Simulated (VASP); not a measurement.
# ZnCu (P4mm) in VASP: single point with PBE

Aim: the single point of ZnCu with PBE.

Program: VASP 6.6.1. These are calculated values, not measurements. Logs are shortened: lines on timing, memory, paths and dates and some standing lists are left out, and cuts for length are marked.

### 1 The cell of the first run

The structure is tetragonal, space group P4mm (No. 99). Conventional cell: a = 2.945 Å, b = 2.945 Å, c = 2.945 Å, α = 90.00°, β = 90.00°, γ = 90.00°. Within 3.3 Å of Zn (site symmetry 4mm) lie 8 Cu at 2.47 to 2.64 Å and 6 Zn at 2.94 Å. Within 3.3 Å of Cu (site symmetry 4mm) lie 8 Zn at 2.47 to 2.64 Å and 6 Cu at 2.94 Å.

### 2 Single point, PBE

INCAR

```
  PREC = Accurate
  ENCUT = 520
  EDIFF = 1E-6
  ISMEAR = 0
  SIGMA = 0.05
  LREAL = F
  LASPH = T
  NELM = 80
  ALGO = Normal
  ISIF = 2
  LWAVE = F
  LCHARG = T
  GGA = PE
  LELF = T
  LVHAR = T
  NBANDS = 18
```

KPOINTS

```
Automatic mesh
0
Gamma
  12 12 12
```

POSCAR

```
ZnCu
1.0
    2.9450000000      0.0000000000      0.0000000000
    0.0000000000      2.9450000000      0.0000000000
    0.0000000000      0.0000000000      2.9450000000
Zn Cu
1 1
Direct
    0.5000000000      0.5000000000      0.5000000000
    0.0000000000      0.0000000000      0.0509337861
```

Potentials or basis: VASP PAW PBE potentials, release 64 (Zn, Cu).

Run with:

```
$ cat potpaw_PBE.64/Zn/POTCAR potpaw_PBE.64/Cu/POTCAR > POTCAR
$ mpirun -np 1 vasp_std > vasp.out
```

OUTCAR:

```text
PREC = Accurate
   ENCUT = 520
   EDIFF = 1E-6
   ISMEAR = 0
   LREAL = F
   LASPH = T
   NELM = 80
   ISIF = 2
   GGA = PE

 ion  position               nearest neighbor table
   1  0.500  0.500  0.500-   2 2.47   2 2.47   2 2.47   2 2.47   2 2.64   2 2.64   2 2.64   2 2.64

   2  0.000  0.000  0.051-   1 2.47   1 2.47   1 2.47   1 2.47   1 2.64   1 2.64   1 2.64   1 2.64

  LATTYP: Found a simple cubic cell.
 ALAT       =     2.9450000000

  Lattice vectors:

 A1 = (   2.9450000000,   0.0000000000,   0.0000000000)
 A2 = (   0.0000000000,   2.9450000000,   0.0000000000)
 A3 = (   0.0000000000,   0.0000000000,   2.9450000000)

Analysis of symmetry for initial positions (statically):
=====================================================================
 Subroutine PRICEL returns:
 Original cell was already a primitive cell.

 Routine SETGRP: Setting up the symmetry group for a
 simple cubic supercell.

 Subroutine GETGRP returns: Found  8 space group operations
 (whereof  8 operations were pure point group operations)
 out of a pool of 48 trial point group operations.

The static configuration has the point symmetry C_4v.

Analysis of symmetry for dynamics (positions and initial velocities):
=====================================================================
 Subroutine PRICEL returns:
 Original cell was already a primitive cell.

 Routine SETGRP: Setting up the symmetry group for a
 simple cubic supercell.

 Subroutine GETGRP returns: Found  8 space group operations
 (whereof  8 operations were pure point group operations)
 out of a pool of 48 trial point group operations.

The dynamic configuration has the point symmetry C_4v.

 Subroutine INISYM returns: Found  8 space group operations
 (whereof  8 operations are pure point group operations),
 and found     1 'primitive' translations

----------------------------------------------------------------------------------------

                                     Primitive cell

  volume of cell :      25.5421

  direct lattice vectors                    reciprocal lattice vectors
     2.945000000  0.000000000  0.000000000     0.339558574  0.000000000  0.000000000
     0.000000000  2.945000000  0.000000000     0.000000000  0.339558574  0.000000000
     0.000000000  0.000000000  2.945000000     0.000000000  0.000000000  0.339558574

  length of vectors
     2.945000000  2.945000000  2.945000000     0.339558574  0.339558574  0.339558574

  position of ions in fractional coordinates (direct lattice)
     0.500000000  0.500000000  0.500000000
     0.000000000  0.000000000  0.050933786

  ion indices of the primitive-cell ions
   primitive index   ion index
                 1           1
                 2           2

----------------------------------------------------------------------------------------

 KPOINTS: Automatic mesh

Automatic generation of k-mesh.
 Grid dimensions read from file:
 generate k-points for:   12   12   12

 Generating k-lattice:

  Cartesian coordinates                     Fractional coordinates (reciprocal lattice)
     0.028296548  0.000000000  0.000000000     0.083333333  0.000000000  0.000000000
     0.000000000  0.028296548  0.000000000     0.000000000  0.083333333  0.000000000
     0.000000000  0.000000000  0.028296548     0.000000000  0.000000000  0.083333333

  Length of vectors
     0.028296548  0.028296548  0.028296548

  Shift w.r.t. Gamma in fractional coordinates (k-lattice)
     0.000000000  0.000000000  0.000000000

 Subroutine IBZKPT returns following result:
 ===========================================

 Found    196 irreducible k-points:

 Following reciprocal coordinates:
            Coordinates               Weight
  0.000000  0.000000  0.000000      1.000000
  0.083333  0.000000  0.000000      4.000000
  0.000000  0.000000  0.083333      2.000000
  0.166667  0.000000  0.000000      4.000000
  0.000000  0.000000  0.166667      2.000000
  0.250000  0.000000  0.000000      4.000000
[... 16 lines left out ...]
  0.000000  0.333333  0.083333      8.000000
  0.083333  0.000000  0.333333      8.000000
 [... further k-points ...]
   k-points           NKPTS =    196   k-points in BZ     NKDIM =    196   number of bands    NBANDS=     18
   number of dos      NEDOS =    301   number of ions     NIONS =      2
   total plane-waves  NPLWV =  13824
   dimension x,y,z NGX =    24 NGY =   24 NGZ =   24
   dimension x,y,z NGXF=    48 NGYF=   48 NGZF=   48
   ions per type =               1   1
   NGX,Y,Z   is equivalent  to a cutoff of  13.55, 13.55, 13.55 a.u.
   NGXF,Y,Z  is equivalent  to a cutoff of  27.10, 27.10, 27.10 a.u.
 SYSTEM =  unknown system
   PREC   = accura    normal or accurate (medium, high low for compatibility)
   ISTART =      0    job   : 0-new  1-cont  2-samecut
   ICHARG =      2    charge: 1-file 2-atom 10-const
   ISPIN  =      1    spin polarized calculation?
   LNONCOLLINEAR =      F non collinear calculations
   LSORBIT =      F    spin-orbit coupling
   LASPH  =      T    aspherical Exc in radial PAW
   ENCUT  =  520.0 eV  38.22 Ry    6.18 a.u.   5.48  5.48  5.48*2*pi/ulx,y,z
   NELM   =     80;   NELMIN=  2; NELMDL= -5     # of ELM steps
   EDIFF  = 0.1E-05   stopping-criterion for ELM
   LREAL  =      F    real-space projection
   EDIFFG = 0.1E-04   stopping-criterion for IOM
   NSW    =      0    number of steps for IOM
   IBRION =     -1    ionic relax: 0-MD 1-quasi-New 2-CG
   NFREE  =      0    steps in history (QN), initial steepest desc. (CG)
   ISIF   =      2    stress and relaxation
   ISYM   =      2    0-nonsym 1-usesym 2-fastsym
   POTIM  = 0.5000    time-step for ionic-motion
   TEBEG  =    0.0;   TEEND  =   0.0 temperature during run
   PSTRESS=    0.0 pullay stress
   NELECT =      23.0000    total number of electrons
   NUPDOWN=      -1.0000    fix difference up-down
   EMIN   =  10.00;   EMAX   =-10.00  energy-range for DOS
   EFERMI =   0.00;   METHOD = LEGACY
   ISMEAR =     0;   SIGMA  =   0.05  broadening in eV -4-tet -1-fermi 0-gaus
   EFERMI_NEDOS =   21; number of points for ismear=-14 and -15
   IALGO  =     38    algorithm
   IMIX   =      4    mixing-type and parameters
     AMIX     =   0.40;   BMIX     =  1.00
     AMIX_MAG =   1.60;   BMIX_MAG =  1.00
  volume/ion in A,a.u.               =      12.77        86.18
  Fermi-wavevector in a.u.,A,eV,Ry     =   1.580880  2.987429 34.003415  2.499180
  Thomas-Fermi vector in A             =   2.681040
   LORBIT       =      0    0 simple, 1 ext, 2 COOP (PROOUT), +10 PAW based schemes
   GGA     = PE    functional components
   LHFCALC =     F    Hartree Fock is set to
   AEXX    =    0.0000 exact exchange contribution
   IVDW    =     0    specifies the selected vdW correction
   LEPSILON=     F    determine dielectric tensor
   LRPA    =     F    only Hartree local field effects (RPA)
 non-spin polarized calculation
 Gauss-broadening in eV      SIGMA  =   0.05
  energy-cutoff  :      520.00
  volume of cell :       25.54
 maximum number of plane-waves:       715
 NGX is ok and might be reduce to    24
   NGX = 11   NGY = 11   NGZ = 11

 number of electron      23.0000002 magnetization

 Free energy of the ion-electron system (eV)
  ---------------------------------------------------
  ext. energy  EPLUGINS =         0.00000000
  ---------------------------------------------------
  free energy    TOTEN  =        -4.95156280 eV

  energy without entropy =       -4.95131847  energy(sigma->0) =       -4.95144064

 E-fermi :   5.4697     XC(G=0): -12.3950

 val. band max:        5.4390627470   @ k =   0.5000   0.3333   0.3333
 cond. band min:       5.5436582599   @ k =   0.3333   0.3333   0.0000
 fundamental gap:      0.1045955129
 Fermi energy:         5.4697292770

 k-point     1 :       0.0000    0.0000    0.0000
  band No.  band energies     occupation
      1      -4.7974      2.00000
      2      -2.3255      2.00000
      3      -2.3064      2.00000
      4      -1.6301      2.00000
      5      -1.6133      2.00000
      6      -1.6133      2.00000
[... 10 lines left out ...]
     17      17.7346      0.00000
     18      29.0210      0.00000

 k-point     2 :       0.0833    0.0000    0.0000
  band No.  band energies     occupation
      1      -4.6716      2.00000
      2      -2.3038      2.00000
      3      -2.2874      2.00000
      4      -1.6413      2.00000
      5      -1.6250      2.00000
      6      -1.6087      2.00000
[... 10 lines left out ...]
     17      18.6884      0.00000
     18      27.6544      0.00000

 k-point     3 :       0.0000    0.0000    0.0833
  band No.  band energies     occupation
      1      -4.6723      2.00000
      2      -2.3112      2.00000
      3      -2.2795      2.00000
      4      -1.6247      2.00000
      5      -1.6246      2.00000
      6      -1.6246      2.00000
[... 10 lines left out ...]
     17      18.5723      0.00000
     18      27.6775      0.00000

 k-point     4 :       0.1667    0.0000    0.0000
  band No.  band energies     occupation
      1      -4.3000      2.00000
      2      -2.2617      2.00000
      3      -2.2132      2.00000
      4      -1.6718      2.00000
      5      -1.6569      2.00000
      6      -1.5961      2.00000
[... 375 lines left out ...]
      4      -1.7573      2.00000
      5      -1.6577      2.00000
      6      -1.5807      2.00000
[... 10 lines left out ...]
     17      19.8464      0.00000
     18      21.6745      0.00000

 k-point    23 :       0.0000    0.3333    0.0833
  band No.  band energies     occupation
      1      -2.8992      2.00000
      2      -2.1388      2.00000
      3      -1.9142      2.00000
      4      -1.7593      2.00000
      5      -1.6569      2.00000
      6      -1.5811      2.00000
[... 10 lines left out ...]
     17      20.3116      0.00000
     18      21.4455      0.00000

 k-point    24 :       0.0833    0.0000    0.3333
  band No.  band energies     occupation
      1      -2.9159      2.00000
      2      -2.1439      2.00000
      3      -1.9024      2.00000
      4      -1.7446      2.00000
      5      -1.6486      2.00000
      6      -1.5882      2.00000
[... 10 lines left out ...]
     17      20.0069      0.00000
     18      21.4759      0.00000

 [... further k-points ...]

------------------------ aborting loop because EDIFF is reached ----------------------------------------

  FORCE on cell =-STRESS in cart. coord.  units (eV):
  Direction    XX          YY          ZZ          XY          YZ          ZX
  --------------------------------------------------------------------------------------
  -------------------------------------------------------------------------------------
  Total        0.7389264      0.7389264      0.5191585      0.0000000      0.0000000     -0.0000000
  in kB       46.3506539     46.3506539     32.5652659      0.0000000      0.0000000     -0.0000000
  external PRESSURE =      41.7555246 kB  Pullay stress =       0.0000000 kB

 VOLUME and BASIS-vectors are now :
 -----------------------------------------------------------------------------
  energy-cutoff  :      520.00
  volume of cell :       25.54
      direct lattice vectors                 reciprocal lattice vectors
     2.945000000  0.000000000  0.000000000     0.339558574  0.000000000  0.000000000
     0.000000000  2.945000000  0.000000000     0.000000000  0.339558574  0.000000000
     0.000000000  0.000000000  2.945000000     0.000000000  0.000000000  0.339558574

 POSITION                                       TOTAL-FORCE (eV/Angst)
 -----------------------------------------------------------------------------------
      1.47250      1.47250      1.47250         0.000000     -0.000000      0.712314
      0.00000      0.00000      0.15000         0.000000      0.000000     -0.712314
 -----------------------------------------------------------------------------------
    total drift:                                0.000000      0.000000      0.000047

  FREE ENERGIE OF THE ION-ELECTRON SYSTEM (eV)
  ---------------------------------------------------
  free  energy   TOTEN  =        -4.9515627969 eV

  energy  without entropy=       -4.9513184744  energy(sigma->0) =       -4.95144064
```

It took 86 s on 1 thread of AMD EPYC 7R13 (Zen 3), shared host; peak memory 0.17 GiB.

What came out:

- Free energy: -4.9516 eV
- Pressure: 4.2 GPa
- Largest force: 0.712 eV/Å
- Band gap on the k mesh: zero (an odd number of electrons rules out a gap without spin polarisation)

Forces on the atoms (eV/Å):
```
Zn   0.000  0.000  0.712
Cu   0.000  0.000 -0.712
```

Stress tensor (GPa, compression positive):
```
4.64 0.00 0.00
0.00 4.64 0.00
0.00 0.00 3.26
```

Levels at points of the mesh, in eV from the Fermi level:
```
           k point  band 8  band 9  band 10  band 11  band 12  band 13  band 14  band 15  band 16  band 17
(0.00, 0.00, 0.00)   -3.51   -2.68    -2.68    -2.67     6.30     6.30     6.43    11.24    11.34    12.26
(0.50, 0.00, 0.00)   -3.61   -3.22    -3.18    -2.73    -1.95    11.57    11.79    12.27    12.42    13.60
(0.00, 0.00, 0.50)   -3.62   -3.21    -3.21    -2.74    -1.92    11.52    11.52    12.70    12.70    13.53
(0.50, 0.50, 0.00)   -2.85   -2.85    -2.44    -1.80    -1.80     1.84     2.19    14.08    15.68    15.68
(0.00, 0.50, 0.50)   -2.83   -2.81    -2.44    -1.82    -1.77     1.82     2.16    14.03    15.63    15.64
(0.50, 0.50, 0.50)   -4.22   -2.42    -2.42     3.87     3.95     3.95     4.42     4.67     5.06     5.06
```

Caveat: the cell stands under pressure.

The gap in the log of VASP goes by the Fermi energy; the results here count the filled bands.